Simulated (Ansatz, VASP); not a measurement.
Two plane-wave programs on NaF

```
Na F
1.0
     0.00000    2.47959    2.47959
     2.47959    0.00000    2.47959
     2.47959    2.47959    0.00000
Na F
1 1
Direct
  0.00000 0.00000 0.00000
  0.25000 0.25000 0.25000
```

Alike in both runs: task single point; functional r2SCAN; k mesh 8 × 8 × 8; no spin polarisation.

|  | VASP | Ansatz |
| --- | --- | --- |
| version | VASP 6.6.1 | Ansatz 0.2.0 |
| potentials or method | VASP PAW PBE potentials, release 64 (Na_pv, F) | plane waves, PAW |
| plane-wave cutoff (eV) | 520 | 500 |
| occupations | gaussian, width 0.01 eV | fixed |
| valence electrons in the cell | 14 | 16 |

```csv
,VASP,Ansatz,Ansatz less VASP
gap on the k mesh at the Fermi level (eV),6.48,6.47,-0.017
pressure (GPa),2.4,2.7,+0.31
```

VASP's potentials were made for PBE, not for r2SCAN. VASP's potentials hold 14 valence electrons a cell and Ansatz's 16, so a difference there can come from the potentials and not from the codes.
